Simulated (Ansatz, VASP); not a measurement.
**Co: VASP beside Ansatz**

```
CELL_PARAMETERS angstrom
2.49303 0.00000 0.00000
-1.24651 2.15902 0.00000
0.00000 0.00000 4.03123
ATOMIC_POSITIONS crystal
Co 0.33333 0.66667 0.75000
Co 0.66667 0.33333 0.25000
```

Alike in both runs: functional PBE; k mesh 20 × 20 × 10; occupations gaussian, width 0.05 eV; collinear spin.

Ansatz relaxed the structure, and its values are those at the end. VASP's run is a single point on that final structure, the one shown.

|  | VASP | Ansatz |
| --- | --- | --- |
| version | VASP 6.6.1 | Ansatz 0.2.0 |
| potentials or method | VASP PAW PBE potentials, release 64 (Co), cutoff 520 eV | scalar-relativistic, plane waves, PAW |
| valence electrons in the cell | 18 | 34 |

|  | VASP | Ansatz | Ansatz less VASP |
| --- | --- | --- | --- |
| pressure (GPa) | -0.7 | 0.0 | +0.69 |
| net moment per atom (μB) | 1.60 | 1.61 | +0.008 |
| size of the moment on the site where the two differ most (μB) | 1.62 | 1.68 | +0.065 |

Site moments also hang on the region over which each program counts them. The functional is the same, so the differences come from potentials, cutoffs and numerics. VASP's potentials hold 18 valence electrons a cell and Ansatz's 34, so a difference there can come from the potentials and not from the codes.
